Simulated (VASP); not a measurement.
Runs of VASP 6.6.1 on TaGe2N3. The structure is that of space group P6/mmm (No. 191), or close to it. The cells are those of the table. The cell was built from a structure type or drawn by symmetry, and may not be a known phase.

| task | cell | k mesh | cutoff (eV) | gap on the mesh (eV) | pressure (GPa) |
| --- | --- | --- | --- | --- | --- |
| single point | a = 5.127, b = 5.127, c = 3.855 Å, angles 90.0, 90.0, 120.0°, 6 atoms | 6 × 6 × 4 | 520 | none | -0.1 |
| relaxation of cell and atoms | relaxed from a = 5.175, b = 5.175, c = 3.940 Å, angles 90.0, 90.0, 120.0°, 6 atoms | 6 × 6 × 4 | 600 | none | -0.1 |
| single point | a = 5.388, b = 5.388, c = 3.746 Å, angles 90.0, 90.0, 120.0°, 6 atoms | 9 × 9 × 10 | 520 | none | 0.1 |
| single point | a = 5.175, b = 5.175, c = 3.940 Å, angles 90.0, 90.0, 120.0°, 6 atoms | 6 × 6 × 4 | 520 | none | (a) |

Alike in all rows: level PBE; potentials or basis VASP PAW PBE potentials, release 64 (Ta_pv, Ge_d, N); no spin polarisation; smearing gaussian 0.1 eV.

Question: Fill in the values left out.

Answer: (a) -6.0.

Caveats: some runs use coarse meshes; spin-orbit coupling is left out, which moves the levels of the heavy elements.

A k mesh can miss the band edges, and the runs leave out spin-orbit coupling on Ge, Ta.

A gap of «none» marks levels without a gap at the run's occupations.
